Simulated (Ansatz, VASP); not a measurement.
**One calculation of BP, two programs**

```
B P
1.0
     0.00000    2.29913    2.29913
     2.29913    0.00000    2.29913
     2.29913    2.29913    0.00000
B P
1 1
Cartesian
  0.0000 0.0000 0.0000
  3.4487 3.4487 3.4487
```

Alike in both runs: task single point; functional BLYP; k mesh 8 × 8 × 8; occupations gaussian, width 0.05 eV; no spin polarisation.

|  | VASP | Ansatz |
| --- | --- | --- |
| version | VASP 6.6.1 | Ansatz 0.2.0 |
| potentials or method | VASP PAW PBE potentials, release 64 (B, P), cutoff 520 eV | scalar-relativistic, plane waves, PAW |
| valence electrons in the cell | 8 | 8 |

|  | VASP | Ansatz | Ansatz less VASP |
| --- | --- | --- | --- |
| gap on the k mesh at the Fermi level (eV) | 1.60 | 1.58 | -0.023 |
| least direct gap on the mesh (eV) | 3.52 | 3.49 | -0.028 |
| pressure (GPa) | -0.4 | -0.2 | +0.14 |

VASP's potentials were made for PBE, not for BLYP.
